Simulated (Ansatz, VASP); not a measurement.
Given: the input of a run of Ansatz 0.2.0 on CuO.

Contents of input.yaml:

```yaml
crystal:
  lattice:
    - [4.160937, 0.0, 0.0]
    - [0.0, 4.160937, 0.0]
    - [0.0, 0.0, 3.887643]
  atoms:
    - { symbol: Cu, position: [0.5, 0.0, 0.5] }
    - { symbol: Cu, position: [0.0, 0.5, 0.5] }
    - { symbol: Cu, position: [0.0, 0.0, 0.0] }
    - { symbol: O, position: [0.0, 0.0, 0.5] }
    - { symbol: O, position: [0.5, 0.0, 0.0] }
    - { symbol: O, position: [0.0, 0.5, 0.0] }
hamiltonian:
  xc: pbe
  pseudopotentials: { kind: paw }
kpoints:
  mp_grid: { grid: [5, 5, 5] }
scf:
  occupations: { method: fermi_dirac, width: 0.05 }
output:
  forces: true
  stress: true
  eigenvalues: true
```

Potentials or basis: Ansatz PAW.

The run is started by

```bash
$ ansatz run input.yaml --threads 2 --pin off --max-ram 5632MiB --backend cpu --events-out ev --progress --plain --runs-dir out
```

Problem. Translate it to VASP 6.6.1. Potentials there: VASP PAW PBE potentials, release 64 (Cu_sv_GW, O).

Solution. As run (the cutoff follows the program's own potentials):

Contents of INCAR:

```
PREC = Accurate
ENCUT = 820
EDIFF = 1E-6
ISMEAR = -1
SIGMA = 0.05
LREAL = False
LASPH = True
NELM = 120
ALGO = Normal
ISIF = 2
LWAVE = False
LCHARG = True
GGA = PE
LELF = True
LVHAR = True
NBANDS = 46
GGA_COMPAT = False
```

KPOINTS

```
regular mesh
0
Gamma
  5 5 5
```

Contents of POSCAR:

```
CuO
1.0
    4.1609370000      0.0000000000      0.0000000000
    0.0000000000      4.1609370000      0.0000000000
    0.0000000000      0.0000000000      3.8876430000
Cu O
3 3
Direct
    0.5000000000      0.0000000000      0.5000000000
    0.0000000000      0.5000000000      0.5000000000
    0.0000000000      0.0000000000      0.0000000000
    0.0000000000      0.0000000000      0.5000000000
    0.5000000000      0.0000000000      0.0000000000
    0.0000000000      0.5000000000      0.0000000000
```

Potentials or basis: VASP PAW PBE potentials, release 64 (Cu_sv_GW, O).

Launch:

```sh
$ cat potpaw_PBE.64/Cu_sv_GW/POTCAR potpaw_PBE.64/O/POTCAR > POTCAR
$ mpirun -np 1 vasp_std > vasp.out
```

Both were run:

|  | VASP | Ansatz | Ansatz less VASP |
| --- | --- | --- | --- |
| gap on the k mesh at the Fermi level (eV) | none | none | - |
| pressure (GPa) | 1.2 | 1.9 | +0.74 |
| traceless stress, the component that is largest in VASP (GPa) | -1.33 | -1.42 | -0.098 |

A gap of «none» marks a metal or a gap that the smearing closes.
